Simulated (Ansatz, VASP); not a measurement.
CuO in VASP and in Ansatz

```
CELL_PARAMETERS angstrom
2.34635 -1.71415 0.00000
2.34635 1.71415 0.00000
-0.85192 0.00000 5.06587
ATOMIC_POSITIONS crystal
Cu 0.00330 0.49670 0.00000
Cu 0.49670 0.00330 0.50000
O 0.57190 0.40730 0.26020
O 0.40730 0.57190 0.76020
```

Change from the starting cell: moments ++ scaled by 0.65, plain SCF.

Alike in both runs: task single point; functional r2SCAN; k mesh 7 × 7 × 4; occupations fermi-dirac, width 0.05 eV; collinear spin.

|  | VASP | Ansatz |
| --- | --- | --- |
| version | VASP 6.6.1 | Ansatz 0.2.0 |
| potentials or method | VASP PAW PBE potentials, release 64 (Cu, O), cutoff 520 eV | PAW, plane waves, scalar-relativistic |
| valence electrons in the cell | 34 | 50 |

Ansatz gave:

```
pressure (GPa)                                                : 0.2
traceless stress, the component that is largest in VASP (GPa) : -0.49
rms of the force components (eV/Å)                            : 0.603
net moment per atom (μB)                                      : 0.48
size of the moment on the site where the two differ most (μB) : 0.64
```

Estimate VASP's values.

pressure (GPa): -0.3; traceless stress, the component that is largest in VASP (GPa): -1.97; rms of the force components (eV/Å): 0.566; net moment per atom (μB): 0.00; size of the moment on the site where the two differ most (μB): 0.00.

The net moments are unlike, so the other rows may belong to different states. VASP's potentials were made for PBE, not for r2SCAN. Site moments also hang on the region over which each program counts them. Atom by atom the forces differ by 0.069 eV/Å (rms over components). VASP's potentials hold 34 valence electrons a cell and Ansatz's 50, so a difference there can come from the potentials and not from the codes.
